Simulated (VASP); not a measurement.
Runs of VASP 6.6.1 on Al2O3. The structure is that of space group P-3m1 (No. 164), or close to it. The cells are those of the table. 

```csv
cell,gap on the mesh (eV),pressure (GPa),largest force (eV/Å)
"a = 2.897, b = 2.897, c = 7.272 Å, angles 90.0, 90.0, 120.0°, 5 atoms",3.08,21.1,1.24
"a = 3.259, b = 3.259, c = 6.969 Å, angles 90.0, 90.0, 120.0°, 5 atoms",2.73,-2.9,6.26
"a = 3.017, b = 3.017, c = 8.181 Å, angles 90.0, 90.0, 120.0°, 5 atoms",0.88,-14.1,2.52
"a = 3.138, b = 3.138, c = 6.969 Å, angles 90.0, 90.0, 120.0°, 5 atoms",3.35,5.1,(a)
"a = 2.897, b = 2.897, c = 8.181 Å, angles 90.0, 90.0, 120.0°, 5 atoms",0.92,-2.5,3.32
"a = 2.897, b = 2.897, c = 6.969 Å, angles 90.0, 90.0, 120.0°, 5 atoms",3.85,35.2,4.44
"a = 3.017, b = 3.017, c = 7.272 Å, angles 90.0, 90.0, 120.0°, 5 atoms",2.89,5.2,2.14
"a = 2.897, b = 2.897, c = 7.575 Å, angles 90.0, 90.0, 120.0°, 5 atoms",2.33,10.7,0.96
"a = 3.259, b = 3.259, c = 8.181 Å, angles 90.0, 90.0, 120.0°, 5 atoms",(c),-25.6,1.73
"a = 3.017, b = 3.017, c = 6.969 Å, angles 90.0, 90.0, 120.0°, 5 atoms",3.60,17.3,(b)
"a = 3.138, b = 3.138, c = 7.575 Å, angles 90.0, 90.0, 120.0°, 5 atoms",2.04,-12.7,0.68
"a = 2.776, b = 2.776, c = 7.878 Å, angles 90.0, 90.0, 120.0°, 5 atoms",(d),22.5,3.69
```

Alike in all rows: task single point; level PBEsol; potentials or basis VASP PAW PBE potentials, release 64 (Al, O); no spin polarisation; k mesh 12 × 12 × 4; cutoff (eV) 520; smearing gaussian 0.05 eV.

Question: Estimate the missing entries.

Answer: (a) 5.92; (b) 5.35; (c) 0.73; (d) 1.64.

Caveats: the PAW data sets were made with another functional, which shifts forces and pressure a little.

A k mesh can miss the band edges.
